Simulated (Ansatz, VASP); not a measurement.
## ScF3 in VASP and in Ansatz

```
Sc F
1.0
     3.50520    0.00000    0.00000
     0.00000    3.50520    0.00000
     0.00000    0.00000    5.25780
Sc F
1 3
Direct
  0.00000 0.00000 0.00000
  0.50000 0.00000 0.00000
  0.00000 0.50000 0.00000
  0.00000 0.00000 0.50000
```

Alike in both runs: task single point; functional LDA; k mesh 6 × 6 × 6; occupations gaussian, width 0.05 eV; no spin polarisation.

|  | VASP | Ansatz |
| --- | --- | --- |
| version | VASP 6.6.1 | Ansatz 0.2.0 |
| potentials or method | VASP PAW LDA potentials, release 64 (Sc_sv, F), cutoff 520 eV | scalar-relativistic, plane waves, PAW |
| valence electrons in the cell | 32 | 32 |

```tsv
	VASP	Ansatz	Ansatz less VASP
gap on the k mesh at the Fermi level (eV)	3.09	3.10	+0.012
least direct gap on the mesh (eV)	3.14	3.15	+0.012
```

LDA's correlation is that of Perdew and Zunger in VASP and of Perdew and Wang (1992) in Ansatz.
